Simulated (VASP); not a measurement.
# Mg9O8 (a cell with a defect) in VASP: single point with PBE

Aim: the single point of Mg9O8 (a cell with a defect) with PBE.

Program: VASP 6.6.1. These are calculated values, not measurements. Logs are shortened: lines on timing, memory, paths and dates and some standing lists are left out, and cuts for length are marked.

## (1) The cell of the first run

The cell holds a defect, 17 atoms: a = 5.962 Å, b = 5.962 Å, c = 5.962 Å, α = 60.00°, β = 60.00°, γ = 60.00°.

## (2) Single point, PBE

File INCAR:

```
SYSTEM = Mg9O8
PREC = Accurate
ENCUT = 520
EDIFF = 1E-7
ISMEAR = 0
SIGMA = 0.02
LREAL = Auto
LASPH = .TRUE.
NELM = 80
ALGO = Normal
ISIF = 2
LWAVE = .FALSE.
LCHARG = .FALSE.
GGA = PE
NBANDS = 47
```

File KPOINTS:

```
regular mesh
0
G
  2 2 2
  0 0 0
```

File POSCAR:

```
Mg9O8
1.0
    0.0000000000      4.2160000000      4.2160000000
    4.2160000000      0.0000000000      4.2160000000
    4.2160000000      4.2160000000      0.0000000000
Mg O
9 8
Direct
    0.0214259962     -0.0000654649     -0.0163332543
    0.0027476281      0.0106819260      0.4847824953
    0.0061939042      0.5095437619     -0.0206258302
    0.0022246205      0.5076582068      0.4847720588
    0.4960322581      0.0001631879     -0.0162535579
    0.4483555503     -0.0482585389      0.6527632827
    0.4959033444      0.5250769687     -0.0153291034
    0.5063063330      0.5075157732      0.4848151091
    0.5877256879      0.0905828985      0.2354640655
    0.2360470825      0.2806976992      0.2084213710
    0.2378447581      0.2681286765      0.7574161528
    0.2539042932      0.7584370256      0.2348511622
    0.2376978178      0.7412848672      0.7580787476
    0.7759644213      0.2811330645      0.2080609583
    0.7446752846      0.2487424099      0.7632267552
    0.7768904175      0.7401418406      0.2068128558
    0.7642336338      0.7415275142      0.7580927419
```

Potentials or basis: VASP PAW PBE potentials, release 64 (Mg, O).

Launch:

```console
$ cat potpaw_PBE.64/Mg/POTCAR potpaw_PBE.64/O/POTCAR > POTCAR
$ mpirun -np 1 vasp_std > vasp.out
```

OUTCAR:

```text
SYSTEM = Mg9O8
   PREC = Accurate
   ENCUT = 520
   EDIFF = 1E-7
   ISMEAR = 0
   LREAL = Auto
   LASPH = .TRUE.
   NELM = 80
   ISIF = 2
   GGA = PE

 ion  position               nearest neighbor table
   1  0.021  1.000  0.984-  12 2.04  13 2.05  11 2.05  15 2.10  16 2.13  14 2.14   9 2.18   6 2.30
                             7 2.83   5 2.83   4 2.96   2 2.97   3 2.98   3 2.98   2 3.00   4 3.00
   2  0.003  0.011  0.485-  12 2.12  10 2.13  14 2.13  17 2.15  13 2.15  15 2.18   8 2.96   4 2.96
                             5 2.97   1 2.97   3 2.97   3 2.99   5 3.00   1 3.00   4 3.00   8 3.00
   3  0.006  0.510  0.979-  16 1.93  14 1.93  10 1.93  17 1.95  13 1.95  11 1.95   8 2.97   4 2.97
                             2 2.97   5 2.98   1 2.98   7 2.98   7 2.98   1 2.98   5 2.98   2 2.99
   4  0.002  0.508  0.485-  12 2.12  10 2.13  16 2.13  17 2.14  11 2.15  15 2.18   8 2.96   2 2.96
                             1 2.96   7 2.96   3 2.97   3 3.00   2 3.00   7 3.00   1 3.00   8 3.01
   5  0.496  0.000  0.984-  12 2.04  17 2.05  11 2.05  15 2.10  16 2.13  10 2.14   9 2.18   6 2.30
                             7 2.83   1 2.83   8 2.96   2 2.97   3 2.98   3 2.98   2 3.00   8 3.00
   6  0.448  0.952  0.653-  13 1.88  17 1.88  11 1.88   9 2.03   1 2.30   5 2.30   7 2.30   4 3.09
                             8 3.09   2 3.09   2 3.09   8 3.10   4 3.10
   7  0.496  0.525  0.985-  12 2.04  17 2.05  13 2.05  15 2.11  14 2.13  10 2.13   9 2.18   6 2.30
                             1 2.83   5 2.83   8 2.96   4 2.96   3 2.98   3 2.98   4 3.00   8 3.00
   8  0.506  0.508  0.485-  12 2.12  14 2.13  16 2.13  13 2.14  11 2.15  15 2.18   4 2.96   2 2.96
                             7 2.96   5 2.96   3 2.97   3 3.00   2 3.00   5 3.00   7 3.00   4 3.01
   9  0.588  0.091  0.235-  16 1.86  14 1.87  10 1.87   6 2.03   1 2.18   5 2.18   7 2.18  15 2.30
                             4 3.21   8 3.21   2 3.22   2 3.22   8 3.22   4 3.23
  10  0.236  0.281  0.208-   9 1.87   3 1.93   4 2.13   2 2.13   7 2.13   5 2.14
  11  0.238  0.268  0.757-   6 1.88   3 1.95   5 2.05   1 2.05   8 2.15   4 2.15
  12  0.254  0.758  0.235-   7 2.04   1 2.04   5 2.04   2 2.12   8 2.12   4 2.12
  13  0.238  0.741  0.758-   6 1.88   3 1.95   1 2.05   7 2.05   8 2.14   2 2.15
  14  0.776  0.281  0.208-   9 1.87   3 1.93   8 2.13   7 2.13   2 2.13   1 2.14
  15  0.745  0.249  0.763-   1 2.10   5 2.10   7 2.11   4 2.18   2 2.18   8 2.18   9 2.30
  16  0.777  0.740  0.207-   9 1.86   3 1.93   8 2.13   4 2.13   5 2.13   1 2.13
  17  0.764  0.742  0.758-   6 1.88   3 1.95   5 2.05   7 2.05   4 2.14   2 2.15

  LATTYP: Found a face centered cubic cell.
 ALAT       =     8.4320000000

  Lattice vectors:

 A1 = (   0.0000000000,   4.2160000000,   4.2160000000)
 A2 = (   4.2160000000,   0.0000000000,   4.2160000000)
 A3 = (   4.2160000000,   4.2160000000,   0.0000000000)

Analysis of symmetry for initial positions (statically):
=====================================================================
 Subroutine PRICEL returns:
 Original cell was already a primitive cell.

 Routine SETGRP: Setting up the symmetry group for a
 face centered cubic supercell.

 Subroutine GETGRP returns: Found  1 space group operations
[... 147 lines left out ...]
   IALGO  =     38    algorithm
   IMIX   =      4    mixing-type and parameters
     AMIX     =   0.40;   BMIX     =  1.00
     AMIX_MAG =   1.60;   BMIX_MAG =  1.00
  volume/ion in A,a.u.               =       8.82        59.49
  Fermi-wavevector in a.u.,A,eV,Ry     =   1.245505  2.353664 21.106489  1.551283
  Thomas-Fermi vector in A             =   2.379724
   LORBIT       =      0    0 simple, 1 ext, 2 COOP (PROOUT), +10 PAW based schemes
   GGA     = PE    functional components
   LHFCALC =     F    Hartree Fock is set to
   AEXX    =    0.0000 exact exchange contribution
   IVDW    =     0    specifies the selected vdW correction
   LEPSILON=     F    determine dielectric tensor
   LRPA    =     F    only Hartree local field effects (RPA)
 non-spin polarized calculation
 Gauss-broadening in eV      SIGMA  =   0.02
  energy-cutoff  :      520.00
  volume of cell :      149.88
 maximum number of plane-waves:      4044
 NGX is ok and might be reduce to    48
   NGX = 23   NGY = 23   NGZ = 23

 number of electron      65.9999998 magnetization

 Free energy of the ion-electron system (eV)
  ---------------------------------------------------
  ext. energy  EPLUGINS =         0.00000000
  ---------------------------------------------------
  free energy    TOTEN  =       -82.02387914 eV

  energy without entropy =      -82.02387914  energy(sigma->0) =      -82.02387914

 E-fermi :   9.9865     XC(G=0): -11.4119

 val. band max:        9.8102469925   @ k =   0.5000   0.0000   0.5000
 cond. band min:      10.1519070968   @ k =   0.5000   0.0000   0.0000
 fundamental gap:      0.3416601044
 Fermi energy:         9.9865407744

 k-point     1 :       0.0000    0.0000    0.0000
  band No.  band energies     occupation
      1     -13.7862      2.00000
      2     -12.6458      2.00000
      3     -12.3984      2.00000
      4     -12.3926      2.00000
      5     -12.3742      2.00000
      6     -12.2477      2.00000
[... 373 lines left out ...]
     44      14.9427      0.00000
     45      15.1307      0.00000
 [bands above 45 left out]

------------------------ aborting loop because EDIFF is reached ----------------------------------------

  FORCE on cell =-STRESS in cart. coord.  units (eV):
  Direction    XX          YY          ZZ          XY          YZ          ZX
  --------------------------------------------------------------------------------------
  -------------------------------------------------------------------------------------
  Total       39.5198174     39.3724338     39.4068701      5.0696580     -5.0726255     -5.0526091
  in kB      422.4678933    420.8923595    421.2604845     54.1947782    -54.2265005    -54.0125251
  external PRESSURE =     421.5402458 kB  Pullay stress =       0.0000000 kB

 VOLUME and BASIS-vectors are now :
 -----------------------------------------------------------------------------
  energy-cutoff  :      520.00
  volume of cell :      149.88
      direct lattice vectors                 reciprocal lattice vectors
     0.000000000  4.216000000  4.216000000    -0.118595825  0.118595825  0.118595825
     4.216000000  0.000000000  4.216000000     0.118595825 -0.118595825  0.118595825
     4.216000000  4.216000000  0.000000000     0.118595825  0.118595825 -0.118595825

 POSITION                                       TOTAL-FORCE (eV/Angst)
 -----------------------------------------------------------------------------------
      8.36286      4.23747      4.30606         0.012372     -0.003503     -0.008174
      2.08888      2.05543      0.05662        -0.003106      0.010388     -0.011015
      6.27728      4.15515      2.17435        -0.018764     -0.019994      0.023564
      4.18409      2.05318      2.14967         0.003427      0.009592      0.003514
      4.14816      6.23875      2.09196         0.006541      0.007869     -0.002496
      6.76459      4.64232      5.90281        -0.075328     -0.061605      0.070302
[... 9 lines left out ...]
      3.99236      4.14729      6.39581        -0.005551      0.021830     -0.013336
      6.32240      6.41813      6.34829        -0.003611      0.007594      0.000015
 -----------------------------------------------------------------------------------
    total drift:                                0.006500      0.000258      0.006583

  FREE ENERGIE OF THE ION-ELECTRON SYSTEM (eV)
  ---------------------------------------------------
  free  energy   TOTEN  =       -82.0238791394 eV

  energy  without entropy=      -82.0238791394  energy(sigma->0) =      -82.02387914
```

OSZICAR:

```text
N       E                     dE             d eps       ncg     rms          rms(c)
DAV:   1     0.347518778059E+03    0.34752E+03   -0.33049E+04   784   0.129E+03
DAV:   2    -0.715165206054E+02   -0.41904E+03   -0.40751E+03   973   0.279E+02
DAV:   3    -0.960836479258E+02   -0.24567E+02   -0.24438E+02   928   0.683E+01
DAV:   4    -0.962783544821E+02   -0.19471E+00   -0.19442E+00   912   0.665E+00
DAV:   5    -0.962797020416E+02   -0.13476E-02   -0.13473E-02   886   0.543E-01    0.214E+01
DAV:   6    -0.824105159697E+02    0.13869E+02   -0.52152E+01   886   0.332E+01    0.623E+00
DAV:   7    -0.821734075925E+02    0.23711E+00   -0.13395E+00   865   0.554E+00    0.390E+00
DAV:   8    -0.820283199664E+02    0.14509E+00   -0.29027E-01   899   0.315E+00    0.578E-01
DAV:   9    -0.820232712524E+02    0.50487E-02   -0.24350E-02   928   0.875E-01    0.205E-01
DAV:  10    -0.820237833673E+02   -0.51211E-03   -0.45238E-03   875   0.306E-01    0.120E-01
DAV:  11    -0.820238926423E+02   -0.10927E-03   -0.95906E-04   921   0.212E-01    0.479E-02
DAV:  12    -0.820238745660E+02    0.18076E-04   -0.17779E-04  1019   0.983E-02    0.161E-02
DAV:  13    -0.820238789946E+02   -0.44287E-05   -0.40612E-05   896   0.319E-02    0.796E-03
DAV:  14    -0.820238790791E+02   -0.84477E-07   -0.33411E-06   938   0.142E-02    0.215E-03
DAV:  15    -0.820238791511E+02   -0.72001E-07   -0.11062E-06   865   0.533E-03    0.985E-04
DAV:  16    -0.820238791394E+02    0.11736E-07   -0.37968E-08   516   0.114E-03
   1 F= -.82023879E+02 E0= -.82023879E+02  d E =-.335281E-32
```

stdout:

```text
POSCAR found type information on POSCAR MgO
 POSCAR found :  2 types and      17 ions
 scaLAPACK will be used
 LDA part: xc-table for (Slater+PW92), standard interpolation
 POSCAR, INCAR and KPOINTS ok, starting setup
 FFT: planning ... GRIDC
 FFT: planning ... GRID_SOFT
 FFT: planning ... GRID
 WAVECAR not read
 entering main loop
```

Wall time 2.8 min (1 thread of Intel Xeon 6975P-C (Granite Rapids), shared host); peak memory 0.32 GiB.

What came out:

```
Free energy            : -82.0239 eV
Pressure               : 42.2 GPa
Largest force          : 0.120 eV/Å
Band gap on the k mesh : 0.34 eV
```

Forces on the atoms (eV/Å):
```
Mg   0.012 -0.004 -0.008
Mg  -0.003  0.010 -0.011
Mg  -0.019 -0.020  0.024
Mg   0.003  0.010  0.004
Mg   0.007  0.008 -0.002
Mg  -0.075 -0.062  0.070
Mg  -0.004 -0.002 -0.003
Mg   0.003 -0.001 -0.003
Mg   0.055  0.036 -0.042
O    0.005 -0.018 -0.010
O    0.015 -0.003  0.000
O   -0.008 -0.009  0.010
O    0.001 -0.006 -0.013
O    0.000  0.018  0.013
O    0.017  0.013 -0.014
O   -0.006  0.022 -0.013
O   -0.004  0.008  0.000
```

Levels at points of the mesh, in eV from the valence-band top:
```tsv
k point	band 29	band 30	band 31	band 32	band 33	band 34	band 35	band 36	band 37	band 38
(0.00, 0.00, 0.00)	-6.47	-6.30	-6.29	-6.04	-2.10	0.59	1.03	1.03	1.05	1.75
(0.50, 0.00, 0.00)	-6.65	-6.45	-6.37	-6.24	-0.47	0.34	1.49	2.08	2.34	3.28
(0.00, 0.50, 0.00)	-6.65	-6.45	-6.37	-6.24	-0.46	0.35	1.48	2.07	2.34	3.29
(0.00, 0.00, 0.50)	-6.84	-6.84	-6.48	-6.48	-0.13	0.57	2.07	2.08	2.32	2.63
(0.50, 0.50, 0.50)	-6.65	-6.45	-6.37	-6.24	-0.47	0.34	1.49	2.07	2.34	3.29
(0.50, 0.50, 0.00)	-6.87	-6.68	-6.60	-6.49	0.00	1.19	2.05	2.17	2.59	3.03
(0.00, 0.50, 0.50)	-6.87	-6.68	-6.60	-6.49	0.00	1.18	2.05	2.17	2.61	3.03
(0.50, 0.00, 0.50)	-6.88	-6.68	-6.60	-6.49	0.00	1.19	2.05	2.18	2.58	3.03
```

Caveat: the k points lie up to 0.65 Å⁻¹ apart.
